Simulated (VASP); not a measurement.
Input of a VASP 6.6.1 run:

File POSCAR:

```
AlN
1.0
   -0.0610761100      2.0385470802      2.0385470802
    2.0385470802     -0.0610761100      2.0385470802
    2.0385470802      2.0385470802     -0.0610761100
Al N
1 1
Direct
    0.0000000000      0.0000000000      0.0000000000
    0.5000000000      0.5000000000      0.5000000000
```

Contents of INCAR.step1:

```
  PREC = Accurate
  ENCUT = 520
  EDIFF = 1E-5
  ISMEAR = 0
  SIGMA = 0.01
  LREAL = F
  LASPH = T
  NELM = 80
  ALGO = Normal
  ISIF = 2
  LWAVE = T
  LCHARG = F
  GGA = PE
  NBANDS = 11
```

File INCAR.step2:

```
  PREC = Accurate
  ENCUT = 520
  EDIFF = 1E-6
  ISMEAR = 0
  SIGMA = 0.01
  LREAL = F
  LASPH = T
  NELM = 80
  ALGO = Normal
  ISIF = 2
  LWAVE = F
  LCHARG = F
  GGA = PE
  LHFCALC = T
  HFSCREEN = 0.2079
  PRECFOCK = Normal
  ISTART = 1
  NBANDS = 11
```

The input KPOINTS:

```
Automatic mesh
0
Gamma
  8 8 8
```

Potentials or basis: VASP PAW PBE potentials, release 64 (Al, N).

The run is started by

```console
$ cat potpaw_PBE.64/Al/POTCAR potpaw_PBE.64/N/POTCAR > POTCAR
$ cp INCAR.step1 INCAR
$ mpirun -np 1 vasp_std > vasp.out
$ cp INCAR.step2 INCAR
$ mpirun -np 1 vasp_std > vasp.out
```

Question: What does it give for the pressure?

Answer: -18.7 GPa.

Question: What does it give for the band gap on the k mesh?

Answer: 4.74 eV (least direct gap 5.69 eV).

Stress tensor (GPa, compression positive):
```
-18.68   8.50   8.50
  8.50 -18.68   8.50
  8.50   8.50 -18.68
```

Caveat: the cell differs from its parent crystal (epitaxial 111 strain +4.0%); the cell stands under tension; the PAW data sets were made with another functional, which shifts forces and pressure a little. A k mesh can miss the band edges.
